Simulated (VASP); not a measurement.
Al, 2 atoms in the cell. It takes space group P6_3/mmc (No. 194, hexagonal). The conventional cell has a = 2.907 Å, b = 2.907 Å, c = 4.637 Å, α = 90.00°, β = 90.00°, γ = 120.00°. Al (site symmetry -6m2) has 12 Al at 2.86 to 2.91 Å within 3.8 Å.  This cell differs from its parent crystal: strain +0.0200 x Voigt [1, 1, 0, 0, 0, 0].

* Program: VASP 6.6.1
* Task: single point
* Functional: PBEsol
* Potentials or basis: VASP PAW PBE potentials, release 64 (Al)
* Cutoff: 520 eV
* k mesh: 24 × 24 × 14
* Occupations: gaussian, width 0.15 eV
* Spin: no spin polarisation
* Dipole correction: no
* Further INCAR settings: ALGO = Fast; EDIFF = 1e-06; NBANDS = 10

Potentials or basis: VASP PAW PBE potentials, release 64 (Al).

The run is started by

```sh
$ cat potpaw_PBE.64/Al/POTCAR > POTCAR
$ mpirun -np 1 vasp_std > vasp.out
```

Hardware: 1 thread of Intel(R) Xeon(R) Platinum 8375C CPU @ 2.90GHz (Ice Lake), on a shared host.

Q: Estimate the wall time of this run.

A: Wall time 71 s on 1 thread of Intel(R) Xeon(R) Platinum 8375C CPU @ 2.90GHz (Ice Lake) (shared host), peak memory 0.25 GiB. Counts: scf iterations 12, k points 488.
